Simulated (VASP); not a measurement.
# ZnS (F-43m) in VASP: a series of runs

ZnS is run at these levels: PBE; tasks: single point.

Everything below comes from runs of VASP 6.6.1. Logs are shortened: lines on timing, memory, paths and dates and some standing lists are left out, and cuts for length are marked.

## Step 1: The cell of the first run

The structure is cubic, space group F-43m (No. 216). Conventional cell: a = 5.442 Å, b = 5.442 Å, c = 5.442 Å, α = 90.00°, β = 90.00°, γ = 90.00°. Within 3.1 Å of Zn (site symmetry -43m) lie 4 S at 2.36 Å. Within 3.1 Å of S (site symmetry -43m) lie 4 Zn at 2.36 Å.

## Step 2: Single point, PBE

The input, INCAR:

```
ALGO     = Normal         # electronic algorithm
EDIFF    = 1E-7           # SCF threshold, eV
ENCUT    = 520            # plane-wave cutoff, eV
GGA      = PE             # functional
ISIF     = 2              # what is computed and relaxed
ISMEAR   = 0              # smearing method
LASPH    = T              # aspherical terms in the spheres
LCHARG   = F              # write CHGCAR
LREAL    = F              # projectors in reciprocal space
LWAVE    = F              # write WAVECAR
NBANDS   = 16             # bands
NELM     = 80             # most SCF steps
PREC     = Accurate       # precision mode
SIGMA    = 0.02           # smearing width, eV
```

The input, KPOINTS:

```
k-points
0
Gamma
  10 10 10
```

The input, POSCAR:

```
ZnS
1.0
    0.0000000000      2.7211543805      2.7211543805
    2.7211543805      0.0000000000      2.7211543805
    2.7211543805      2.7211543805      0.0000000000
Zn S
1 1
Direct
    0.0000000000      0.0000000000      0.0000000000
    0.7500000000      0.7500000000      0.7500000000
```

Potentials or basis: VASP PAW PBE potentials, release 64 (Zn, S).

Launch:

```
> cat potpaw_PBE.64/Zn/POTCAR potpaw_PBE.64/S/POTCAR > POTCAR
> mpirun -np 1 vasp_std > vasp.out
```

OUTCAR:

```text
EDIFF = 1E-7
   ENCUT = 520
   GGA = PE
   ISIF = 2
   ISMEAR = 0
   LASPH = T
   LREAL = F
   NELM = 80
   PREC = Accurate

 ion  position               nearest neighbor table
   1  0.000  0.000  0.000-   2 2.36   2 2.36   2 2.36   2 2.36
   2  0.750  0.750  0.750-   1 2.36   1 2.36   1 2.36   1 2.36

  LATTYP: Found a face centered cubic cell.
 ALAT       =     5.4423087610

  Lattice vectors:

 A1 = (   0.0000000000,   2.7211543805,   2.7211543805)
 A2 = (   2.7211543805,   0.0000000000,   2.7211543805)
 A3 = (   2.7211543805,   2.7211543805,   0.0000000000)

Analysis of symmetry for initial positions (statically):
=====================================================================
 Subroutine PRICEL returns:
 Original cell was already a primitive cell.

 Routine SETGRP: Setting up the symmetry group for a
 face centered cubic supercell.

 Subroutine GETGRP returns: Found 24 space group operations
 (whereof 24 operations were pure point group operations)
 out of a pool of 48 trial point group operations.

The static configuration has the point symmetry T_d .

Analysis of symmetry for dynamics (positions and initial velocities):
=====================================================================
 Subroutine PRICEL returns:
 Original cell was already a primitive cell.

 Routine SETGRP: Setting up the symmetry group for a
 face centered cubic supercell.

 Subroutine GETGRP returns: Found 24 space group operations
 (whereof 24 operations were pure point group operations)
 out of a pool of 48 trial point group operations.

The dynamic configuration has the point symmetry T_d .

 Subroutine INISYM returns: Found 24 space group operations
 (whereof 24 operations are pure point group operations),
 and found     1 'primitive' translations

----------------------------------------------------------------------------------------

                                     Primitive cell

  volume of cell :      40.2986

  direct lattice vectors                    reciprocal lattice vectors
     0.000000000  2.721154380  2.721154380    -0.183745547  0.183745547  0.183745547
     2.721154380  0.000000000  2.721154380     0.183745547 -0.183745547  0.183745547
     2.721154380  2.721154380  0.000000000     0.183745547  0.183745547 -0.183745547

  length of vectors
     3.848293430  3.848293430  3.848293430     0.318256623  0.318256623  0.318256623

  position of ions in fractional coordinates (direct lattice)
     0.000000000  0.000000000  0.000000000
     0.750000000  0.750000000  0.750000000

[... 77 lines left out ...]
   LREAL  =      F    real-space projection
   EDIFFG = 0.1E-05   stopping-criterion for IOM
   NSW    =      0    number of steps for IOM
   IBRION =     -1    ionic relax: 0-MD 1-quasi-New 2-CG
   NFREE  =      0    steps in history (QN), initial steepest desc. (CG)
   ISIF   =      2    stress and relaxation
   ISYM   =      2    0-nonsym 1-usesym 2-fastsym
   POTIM  = 0.5000    time-step for ionic-motion
   TEBEG  =    0.0;   TEEND  =   0.0 temperature during run
   PSTRESS=    0.0 pullay stress
   NELECT =      18.0000    total number of electrons
   NUPDOWN=      -1.0000    fix difference up-down
   EMIN   =  10.00;   EMAX   =-10.00  energy-range for DOS
   EFERMI =   0.00;   METHOD = LEGACY
   ISMEAR =     0;   SIGMA  =   0.02  broadening in eV -4-tet -1-fermi 0-gaus
   EFERMI_NEDOS =   21; number of points for ismear=-14 and -15
   IALGO  =     38    algorithm
   IMIX   =      4    mixing-type and parameters
     AMIX     =   0.40;   BMIX     =  1.00
     AMIX_MAG =   1.60;   BMIX_MAG =  1.00
  volume/ion in A,a.u.               =      20.15       135.97
  Fermi-wavevector in a.u.,A,eV,Ry     =   1.251418  2.364838 21.307372  1.566048
  Thomas-Fermi vector in A             =   2.385367
   LORBIT       =      0    0 simple, 1 ext, 2 COOP (PROOUT), +10 PAW based schemes
   GGA     = PE    functional components
   LHFCALC =     F    Hartree Fock is set to
   AEXX    =    0.0000 exact exchange contribution
   IVDW    =     0    specifies the selected vdW correction
   LEPSILON=     F    determine dielectric tensor
   LRPA    =     F    only Hartree local field effects (RPA)
 non-spin polarized calculation
 Gauss-broadening in eV      SIGMA  =   0.02
  energy-cutoff  :      520.00
  volume of cell :       40.30
 maximum number of plane-waves:      1106
 NGX is ok and might be reduce to    30
   NGX = 15   NGY = 15   NGZ = 15

 number of electron      18.0000008 magnetization

 Free energy of the ion-electron system (eV)
  ---------------------------------------------------
  ext. energy  EPLUGINS =         0.00000000
  ---------------------------------------------------
  free energy    TOTEN  =        -6.85256320 eV

  energy without entropy =       -6.85256320  energy(sigma->0) =       -6.85256320

 E-fermi :   2.0544     XC(G=0):  -9.5306

 val. band max:        1.9113546806   @ k =   0.0000   0.0000   0.0000
 cond. band min:       3.9335327097   @ k =   0.0000   0.0000   0.0000
 fundamental gap:      2.0221780290
 Fermi energy:         2.0543555214

 k-point     1 :       0.0000    0.0000    0.0000
  band No.  band energies     occupation
      1     -11.0835      2.00000
      2      -4.3455      2.00000
      3      -4.3455      2.00000
      4      -4.3455      2.00000
      5      -3.8721      2.00000
      6      -3.8721      2.00000
[... 433 lines left out ...]
      3      -4.1113      2.00000
      4      -4.1017      2.00000
      5      -3.8455      2.00000
      6      -3.8182      2.00000
[... 8 lines left out ...]
     15      15.2423      0.00000
     16      17.6191      0.00000

 [... further k-points ...]

------------------------ aborting loop because EDIFF is reached ----------------------------------------

  FORCE on cell =-STRESS in cart. coord.  units (eV):
  Direction    XX          YY          ZZ          XY          YZ          ZX
  --------------------------------------------------------------------------------------
  -------------------------------------------------------------------------------------
  Total        0.0514352      0.0514352      0.0514352      0.0000000      0.0000000      0.0000000
  in kB        2.0449431      2.0449431      2.0449431      0.0000000      0.0000000      0.0000000
  external PRESSURE =       2.0449431 kB  Pullay stress =       0.0000000 kB

 VOLUME and BASIS-vectors are now :
 -----------------------------------------------------------------------------
  energy-cutoff  :      520.00
  volume of cell :       40.30
      direct lattice vectors                 reciprocal lattice vectors
     0.000000000  2.721154380  2.721154380    -0.183745547  0.183745547  0.183745547
     2.721154380  0.000000000  2.721154380     0.183745547 -0.183745547  0.183745547
     2.721154380  2.721154380  0.000000000     0.183745547  0.183745547 -0.183745547

 POSITION                                       TOTAL-FORCE (eV/Angst)
 -----------------------------------------------------------------------------------
      0.00000      0.00000      0.00000        -0.000000     -0.000000     -0.000000
      4.08173      4.08173      4.08173         0.000000      0.000000      0.000000
 -----------------------------------------------------------------------------------
    total drift:                                0.000000      0.000000      0.000000

  FREE ENERGIE OF THE ION-ELECTRON SYSTEM (eV)
  ---------------------------------------------------
  free  energy   TOTEN  =        -6.8525631967 eV

  energy  without entropy=       -6.8525631967  energy(sigma->0) =       -6.85256320
```

OSZICAR:

```text
N       E                     dE             d eps       ncg     rms          rms(c)
DAV:   1     0.882325485448E+02    0.88233E+02   -0.88431E+03  1512   0.136E+03
DAV:   2    -0.152163154582E+01   -0.89754E+02   -0.84741E+02  1712   0.257E+02
DAV:   3    -0.722066343826E+01   -0.56990E+01   -0.56763E+01  1944   0.632E+01
DAV:   4    -0.727884893410E+01   -0.58185E-01   -0.58177E-01  1856   0.666E+00
DAV:   5    -0.727955791378E+01   -0.70898E-03   -0.70897E-03  1936   0.702E-01    0.661E+00
DAV:   6    -0.687230003804E+01    0.40726E+00   -0.73500E-01  2248   0.296E+01    0.519E+00
DAV:   7    -0.685284489417E+01    0.19455E-01   -0.24386E-01  1824   0.440E+00    0.265E+00
DAV:   8    -0.685212770132E+01    0.71719E-03   -0.49265E-03  1880   0.790E-01    0.689E-01
DAV:   9    -0.685239618599E+01   -0.26848E-03   -0.11882E-03  1848   0.277E-01    0.102E-01
DAV:  10    -0.685257024653E+01   -0.17406E-03   -0.22804E-04  1856   0.143E-01    0.563E-02
DAV:  11    -0.685256236334E+01    0.78832E-05   -0.35912E-05  1656   0.894E-02    0.700E-03
DAV:  12    -0.685256321026E+01   -0.84691E-06   -0.44565E-06  2248   0.218E-02    0.502E-03
DAV:  13    -0.685256319669E+01    0.13568E-07   -0.88282E-07  1864   0.873E-03
   1 F= -.68525632E+01 E0= -.68525632E+01  d E =-.212363E-26
```

stdout:

```text
POSCAR found type information on POSCAR ZnS
 POSCAR found :  2 types and       2 ions
 scaLAPACK will be used
 LDA part: xc-table for (Slater+PW92), standard interpolation
 POSCAR, INCAR and KPOINTS ok, starting setup
 FFT: planning ... GRIDC
 FFT: planning ... GRID_SOFT
 FFT: planning ... GRID
 WAVECAR not read
 entering main loop
```

It took 41 s on 1 thread of Intel Xeon 8259CL, shared host; peak memory 0.18 GiB.

What came out:

| Property | Result |
| --- | --- |
| Free energy | -6.8526 eV |
| Pressure | 0.2 GPa |
| Band gap on the k mesh | 2.02 eV |

## Step 3: Single point, PBE

The input, INCAR:

```
PREC = Accurate ; ENCUT = 520
EDIFF = 1E-6 ; ISMEAR = 0
SIGMA = 0.01 ; LREAL = F
LASPH = T ; NELM = 60
ALGO = Normal ; ISIF = 2
LWAVE = F ; LCHARG = T
GGA = PE ; LELF = T
LVHAR = T ; NBANDS = 16
```

The input, KPOINTS:

```
regular mesh
0
Gamma
  10 10 10
```

POSCAR is that of step 2.

Potentials or basis: VASP PAW PBE potentials, release 64 (Zn, S).

Launch:

```
> cat potpaw_PBE.64/Zn/POTCAR potpaw_PBE.64/S/POTCAR > POTCAR
> mpirun -np 1 vasp_std > vasp.out
```

Wall time 42 s (1 thread of Intel Xeon 8259CL, shared host); peak memory 0.18 GiB.

It converged, with:

```
Free energy            : -6.8526 eV
Pressure               : 0.2 GPa
Band gap on the k mesh : 2.02 eV
```

Levels at points of the mesh, in eV from the valence-band top:
| k point | band 7 | band 8 | band 9 | band 10 | band 11 | band 12 |
| --- | --- | --- | --- | --- | --- | --- |
| (0.00, 0.00, 0.00) | 0.00 | 0.00 | 0.00 | 2.02 | 6.41 | 6.41 |
| (0.50, 0.00, 0.00) | -5.15 | -0.84 | -0.84 | 3.27 | 6.94 | 6.94 |
| (0.50, 0.50, 0.00) | -4.48 | -2.14 | -2.14 | 3.45 | 4.07 | 10.83 |
